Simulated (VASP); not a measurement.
# In (I4/mmm) in VASP: notebook

In is run at these levels: PBE; tasks: single point.

Program: VASP 6.6.1. These are calculated values, not measurements. Logs are shortened: lines on timing, memory, paths and dates and some standing lists are left out, and cuts for length are marked.

## 1. The cell of the first run

Symmetry: I4/mmm, No. 139, tetragonal system. Conventional cell: a = 3.200 Å, b = 3.200 Å, c = 5.111 Å, α = 90.00°, β = 90.00°, γ = 90.00°. In (site symmetry 4/mmm) has 12 In at 3.20 to 3.41 Å within 4.2 Å.

## 2. Single point, PBE

File INCAR:

```
SYSTEM = In
ALGO = Fast
EDIFF = 1E-6
ENCUT = 520
GGA = PE
ISIF = 2
ISMEAR = 0
LASPH = .True.
LCHARG = .False.
LREAL = .False.
LWAVE = .False.
NBANDS = 12
NELM = 60
PREC = Accurate
SIGMA = 0.15
```

File KPOINTS:

```
k-points
0
Gamma
  22 22 22
  0 0 0
```

File POSCAR:

```
In
1.0
   -1.5999171869      1.5999171869      2.5557426319
    1.5999171869     -1.5999171869      2.5557426319
    1.5999171869      1.5999171869     -2.5557426319
In
1
Direct
    0.0000000000      0.0000000000      0.0000000000
```

Potentials or basis: VASP PAW PBE potentials, release 64 (In_d).

The run is started by

```
> cat potpaw_PBE.64/In_d/POTCAR > POTCAR
> mpirun -np 1 vasp_std > vasp.out
```

OUTCAR:

```text
SYSTEM = In
   EDIFF = 1E-6
   ENCUT = 520
   GGA = PE
   ISIF = 2
   ISMEAR = 0
   LASPH = .True.
   LREAL = .False.
   NELM = 60
   PREC = Accurate

 ion  position               nearest neighbor table
   1  0.000  0.000  0.000-

  LATTYP: Found a body centered tetragonal cell.
 ALAT       =     3.1998343738
 C/A-ratio  =     1.5974218246

  Lattice vectors:

 A1 = (  -1.5999171869,   1.5999171869,   2.5557426319)
 A2 = (   1.5999171869,  -1.5999171869,   2.5557426319)
 A3 = (   1.5999171869,   1.5999171869,  -2.5557426319)

Analysis of symmetry for initial positions (statically):
=====================================================================
 Subroutine PRICEL returns:
 Original cell was already a primitive cell.

 Routine SETGRP: Setting up the symmetry group for a
 body centered tetragonal supercell.

 Subroutine GETGRP returns: Found 16 space group operations
 (whereof 16 operations were pure point group operations)
 out of a pool of 16 trial point group operations.

The static configuration has the point symmetry D_4h.

Analysis of symmetry for dynamics (positions and initial velocities):
=====================================================================
 Subroutine PRICEL returns:
 Original cell was already a primitive cell.

 Routine SETGRP: Setting up the symmetry group for a
 body centered tetragonal supercell.

 Subroutine GETGRP returns: Found 16 space group operations
 (whereof 16 operations were pure point group operations)
 out of a pool of 16 trial point group operations.

The dynamic configuration has the point symmetry D_4h.

 Subroutine INISYM returns: Found 16 space group operations
 (whereof 16 operations are pure point group operations),
 and found     1 'primitive' translations

----------------------------------------------------------------------------------------

                                     Primitive cell

  volume of cell :      26.1681

  direct lattice vectors                    reciprocal lattice vectors
    -1.599917187  1.599917187  2.555742632     0.000000000  0.312516175  0.195637852
     1.599917187 -1.599917187  2.555742632     0.312516175  0.000000000  0.195637852
     1.599917187  1.599917187 -2.555742632     0.312516175  0.312516175  0.000000000

  length of vectors
     3.413398660  3.413398660  3.413398660     0.368701138  0.368701138  0.441964614

  position of ions in fractional coordinates (direct lattice)
     0.000000000  0.000000000  0.000000000

  ion indices of the primitive-cell ions
   primitive index   ion index
                 1           1

----------------------------------------------------------------------------------------

 KPOINTS: k-points

Automatic generation of k-mesh.
 Grid dimensions read from file:
 generate k-points for:   22   22   22

 Generating k-lattice:

  Cartesian coordinates                     Fractional coordinates (reciprocal lattice)
     0.000000000  0.014205281  0.008892630     0.045454545 -0.000000000  0.000000000
     0.014205281  0.000000000  0.008892630    -0.000000000  0.045454545  0.000000000
     0.014205281  0.014205281  0.000000000     0.000000000  0.000000000  0.045454545

  Length of vectors
     0.016759143  0.016759143  0.020089301

  Shift w.r.t. Gamma in fractional coordinates (k-lattice)
     0.000000000  0.000000000  0.000000000

 Subroutine IBZKPT returns following result:
 ===========================================

 Found    834 irreducible k-points:

 Following reciprocal coordinates:
            Coordinates               Weight
  0.000000  0.000000  0.000000      1.000000
  0.045455 -0.000000  0.000000      8.000000
  0.090909 -0.000000  0.000000      8.000000
  0.136364 -0.000000  0.000000      8.000000
  0.181818  0.000000  0.000000      8.000000
  0.227273  0.000000  0.000000      8.000000
[... 16 lines left out ...]
  0.500000  0.045455  0.000000     16.000000
 -0.454545  0.045455  0.000000     16.000000
 [... further k-points ...]
   k-points           NKPTS =    834   k-points in BZ     NKDIM =    834   number of bands    NBANDS=     12
   number of dos      NEDOS =    301   number of ions     NIONS =      1
   total plane-waves  NPLWV =  21952
   dimension x,y,z NGX =    28 NGY =   28 NGZ =   28
   dimension x,y,z NGXF=    56 NGYF=   56 NGZF=   56
   ions per type =               1
   NGX,Y,Z   is equivalent  to a cutoff of  13.64, 13.64, 13.64 a.u.
   NGXF,Y,Z  is equivalent  to a cutoff of  27.27, 27.27, 27.27 a.u.
 SYSTEM =  In
   PREC   = accura    normal or accurate (medium, high low for compatibility)
   ISTART =      0    job   : 0-new  1-cont  2-samecut
   ICHARG =      2    charge: 1-file 2-atom 10-const
   ISPIN  =      1    spin polarized calculation?
   LNONCOLLINEAR =      F non collinear calculations
   LSORBIT =      F    spin-orbit coupling
   LASPH  =      T    aspherical Exc in radial PAW
   ENCUT  =  520.0 eV  38.22 Ry    6.18 a.u.   6.35  6.35  6.35*2*pi/ulx,y,z
   NELM   =     60;   NELMIN=  2; NELMDL= -5     # of ELM steps
   EDIFF  = 0.1E-05   stopping-criterion for ELM
   LREAL  =      F    real-space projection
   EDIFFG = 0.1E-04   stopping-criterion for IOM
   NSW    =      0    number of steps for IOM
   IBRION =     -1    ionic relax: 0-MD 1-quasi-New 2-CG
   NFREE  =      0    steps in history (QN), initial steepest desc. (CG)
   ISIF   =      2    stress and relaxation
   ISYM   =      2    0-nonsym 1-usesym 2-fastsym
   POTIM  = 0.5000    time-step for ionic-motion
   TEBEG  =    0.0;   TEEND  =   0.0 temperature during run
   PSTRESS=    0.0 pullay stress
   NELECT =      13.0000    total number of electrons
   NUPDOWN=      -1.0000    fix difference up-down
   EMIN   =  10.00;   EMAX   =-10.00  energy-range for DOS
   EFERMI =   0.00;   METHOD = LEGACY
   ISMEAR =     0;   SIGMA  =   0.15  broadening in eV -4-tet -1-fermi 0-gaus
   EFERMI_NEDOS =   21; number of points for ismear=-14 and -15
   IALGO  =     68    algorithm
   IMIX   =      4    mixing-type and parameters
     AMIX     =   0.40;   BMIX     =  1.00
     AMIX_MAG =   1.60;   BMIX_MAG =  1.00
  volume/ion in A,a.u.               =      26.17       176.59
  Fermi-wavevector in a.u.,A,eV,Ry     =   1.296578  2.450177 22.872944  1.681114
  Thomas-Fermi vector in A             =   2.428025
   LORBIT       =      0    0 simple, 1 ext, 2 COOP (PROOUT), +10 PAW based schemes
   GGA     = PE    functional components
   LHFCALC =     F    Hartree Fock is set to
   AEXX    =    0.0000 exact exchange contribution
   IVDW    =     0    specifies the selected vdW correction
   LEPSILON=     F    determine dielectric tensor
   LRPA    =     F    only Hartree local field effects (RPA)
 non-spin polarized calculation
 RMM-DIIS sequential band-by-band and
 Gauss-broadening in eV      SIGMA  =   0.15
  energy-cutoff  :      520.00
  volume of cell :       26.17
 maximum number of plane-waves:       720
 NGX is ok and might be reduce to    28

 number of electron      13.0000003 magnetization

 Free energy of the ion-electron system (eV)
  ---------------------------------------------------
  ext. energy  EPLUGINS =         0.00000000
  ---------------------------------------------------
  free energy    TOTEN  =        -2.55286422 eV

  energy without entropy =       -2.54797783  energy(sigma->0) =       -2.55042103

 E-fermi :   7.5045     XC(G=0): -10.2511

 val. band max:        7.5040201894   @ k =   0.4091   0.2273   0.1364
 cond. band min:       7.5165063599   @ k =  -0.3636  -0.4091   0.3636
 fundamental gap:      0.0124861706
 Fermi energy:         7.5045444646

 k-point     1 :       0.0000    0.0000    0.0000
  band No.  band energies     occupation
      1      -7.2437      2.00000
      2      -7.0607      2.00000
      3      -7.0607      2.00000
      4      -7.0465      2.00000
      5      -6.8704      2.00000
      6      -2.0247      2.00000
      7      18.0705      0.00000
      8      18.0705      0.00000
      9      18.2713      0.00000
     10      19.1999      0.00000
     11      21.4985      0.00000
     12      21.5403      0.00000

 k-point     2 :       0.0455   -0.0000    0.0000
  band No.  band energies     occupation
      1      -7.2393      2.00000
      2      -7.0618      2.00000
      3      -7.0576      2.00000
      4      -7.0451      2.00000
      5      -6.8724      2.00000
      6      -1.9793      2.00000
      7      17.4836      0.00000
      8      18.0266      0.00000
      9      18.0692      0.00000
     10      19.0690      0.00000
     11      21.2601      0.00000
     12      21.7986      0.00000

 k-point     3 :       0.0909   -0.0000    0.0000
  band No.  band energies     occupation
      1      -7.2276      2.00000
      2      -7.0673      2.00000
      3      -7.0489      2.00000
      4      -7.0380      2.00000
      5      -6.8777      2.00000
      6      -1.8426      2.00000
      7      16.1108      0.00000
      8      17.6610      0.00000
      9      17.9117      0.00000
     10      18.9965      0.00000
     11      20.7675      0.00000
     12      22.1591      0.00000

 k-point     4 :       0.1364   -0.0000    0.0000
  band No.  band energies     occupation
      1      -7.2121      2.00000
      2      -7.0780      2.00000
      3      -7.0364      2.00000
      4      -7.0222      2.00000
      5      -6.8849      2.00000
      6      -1.6134      2.00000
      7      14.5554      0.00000
      8      17.1473      0.00000
      9      17.7612      0.00000
     10      18.9711      0.00000
     11      20.2467      0.00000
     12      22.6959      0.00000

 k-point     5 :       0.1818    0.0000    0.0000
  band No.  band energies     occupation
      1      -7.1978      2.00000
      2      -7.0930      2.00000
      3      -7.0232      2.00000
      4      -6.9960      2.00000
      5      -6.8911      2.00000
      6      -1.2902      2.00000
      7      12.9871      0.00000
      8      16.6063      0.00000
      9      17.6074      0.00000
     10      18.9523      0.00000
     11      19.7731      0.00000
     12      23.2720      0.00000
[... 228 lines left out ...]
      1      -7.1812      2.00000
      2      -7.1776      2.00000
      3      -7.0390      2.00000
      4      -6.8375      2.00000
      5      -6.7951      2.00000
      6       2.0275      2.00000
      7       5.7227      2.00000
      8      14.4805      0.00000
      9      16.5642      0.00000
     10      18.3340      0.00000
     11      18.7689      0.00000
     12      21.5190      0.00000

 k-point    22 :       0.4545    0.0455    0.0000
  band No.  band energies     occupation
      1      -7.1872      2.00000
      2      -7.1794      2.00000
      3      -7.0446      2.00000
      4      -6.8313      2.00000
      5      -6.7755      2.00000
      6       2.8829      2.00000
      7       4.6483      2.00000
      8      14.3213      0.00000
      9      16.6679      0.00000
     10      18.2931      0.00000
     11      18.6481      0.00000
     12      21.5721      0.00000

 k-point    23 :       0.5000    0.0455    0.0000
  band No.  band energies     occupation
      1      -7.1895      2.00000
      2      -7.1784      2.00000
      3      -7.0461      2.00000
      4      -6.8322      2.00000
      5      -6.7694      2.00000
      6       3.1959      2.00000
      7       4.2956      2.00000
      8      14.2582      0.00000
      9      16.7896      0.00000
     10      18.2949      0.00000
     11      18.6177      0.00000
     12      21.7047      0.00000

 k-point    24 :      -0.4545    0.0455    0.0000
  band No.  band energies     occupation
      1      -7.1860      2.00000
      2      -7.1761      2.00000
      3      -7.0434      2.00000
      4      -6.8402      2.00000
      5      -6.7776      2.00000
      6       2.4054      2.00000
      7       5.2259      2.00000
      8      14.2927      0.00000
      9      16.9005      0.00000
     10      18.3594      0.00000
     11      18.6960      0.00000
     12      21.7738      0.00000

 [... further k-points ...]

------------------------ aborting loop because EDIFF is reached ----------------------------------------

  FORCE on cell =-STRESS in cart. coord.  units (eV):
  Direction    XX          YY          ZZ          XY          YZ          ZX
  --------------------------------------------------------------------------------------
  -------------------------------------------------------------------------------------
  Total        0.3586142      0.3586142      0.2386117      0.0000000      0.0000000      0.0000000
  in kB       21.9566405     21.9566405     14.6093242      0.0000000      0.0000000      0.0000000
  external PRESSURE =      19.5075350 kB  Pullay stress =       0.0000000 kB

 VOLUME and BASIS-vectors are now :
 -----------------------------------------------------------------------------
  energy-cutoff  :      520.00
  volume of cell :       26.17
      direct lattice vectors                 reciprocal lattice vectors
    -1.599917187  1.599917187  2.555742632     0.000000000  0.312516175  0.195637852
     1.599917187 -1.599917187  2.555742632     0.312516175  0.000000000  0.195637852
     1.599917187  1.599917187 -2.555742632     0.312516175  0.312516175  0.000000000

 POSITION                                       TOTAL-FORCE (eV/Angst)
 -----------------------------------------------------------------------------------
      0.00000      0.00000      0.00000        -0.000000      0.000000      0.000000
 -----------------------------------------------------------------------------------
    total drift:                                0.000000     -0.000000     -0.000000

  FREE ENERGIE OF THE ION-ELECTRON SYSTEM (eV)
  ---------------------------------------------------
  free  energy   TOTEN  =        -2.5528642203 eV

  energy  without entropy=       -2.5479778300  energy(sigma->0) =       -2.55042103
```

Run time: 2.1 min. Hardware: 1 thread of Intel Xeon 6975P-C (Granite Rapids), shared host; peak memory 0.36 GiB.

What came out:

| Property | Result |
| --- | --- |
| Free energy | -2.5529 eV |
| Pressure | 2.0 GPa |
| Band gap on the k mesh | zero (an odd number of electrons rules out a gap without spin polarisation) |

Stress tensor (GPa, compression positive):
```
2.20 0.00 0.00
0.00 2.20 0.00
0.00 0.00 1.46
```

Caveat: spin-orbit coupling is left out, which moves the levels of the heavy elements.

## 3. Single point, PBE

This run uses another cell than the first one, of the same volume but with other edges.

File INCAR:

```
PREC = Accurate
ENCUT = 520
EDIFF = 1E-6
ISMEAR = 0
SIGMA = 0.15
LREAL = False
LASPH = True
NELM = 60
ALGO = Fast
ISIF = 2
LWAVE = False
LCHARG = False
GGA = PE
NBANDS = 12
```

File KPOINTS:

```
Automatic mesh
0
Gamma
  22 22 22
```

File POSCAR:

```
In
1.0
   -1.7517169856      1.7517169856      2.1319854806
    1.7517169856     -1.7517169856      2.1319854806
    1.7517169856      1.7517169856     -2.1319854806
In
1
Direct
    0.0000000000      0.0000000000      0.0000000000
```

Potentials or basis: VASP PAW PBE potentials, release 64 (In_d).

The run is started by

```
> cat potpaw_PBE.64/In_d/POTCAR > POTCAR
> mpirun -np 1 vasp_std > vasp.out
```

It took 59 s on 1 thread of Intel Xeon 6975P-C (Granite Rapids), shared host; peak memory 0.34 GiB.

Results (log left out):

- Free energy: -2.5486 eV
- Pressure: 1.9 GPa
- Band gap on the k mesh: zero (an odd number of electrons rules out a gap without spin polarisation)

Stress tensor (GPa, compression positive):
```
1.68 0.00 0.00
0.00 1.68 0.00
0.00 0.00 2.38
```

Levels at points of the mesh, in eV from the Fermi level:
| k point | band 2 | band 3 | band 4 | band 5 | band 6 | band 7 | band 8 | band 9 | band 10 | band 11 |
| --- | --- | --- | --- | --- | --- | --- | --- | --- | --- | --- |
| (0.00, 0.00, 0.00) | -14.69 | -14.56 | -14.51 | -14.39 | -9.54 | 10.48 | 10.83 | 10.83 | 11.79 | 14.14 |
| (0.50, 0.00, 0.00) | -14.71 | -14.54 | -14.36 | -14.27 | -4.25 | -3.34 | 7.14 | 8.51 | 11.37 | 11.52 |
| (0.50, 0.50, 0.00) | -14.75 | -14.34 | -14.34 | -14.23 | -2.91 | -2.68 | 4.53 | 5.29 | 8.36 | 8.39 |
| (0.50, 0.50, 0.50) | -14.77 | -14.31 | -14.26 | -14.26 | -0.99 | -0.34 | 2.74 | 2.74 | 5.89 | 6.49 |

Caveat: spin-orbit coupling is left out, which moves the levels of the heavy elements.
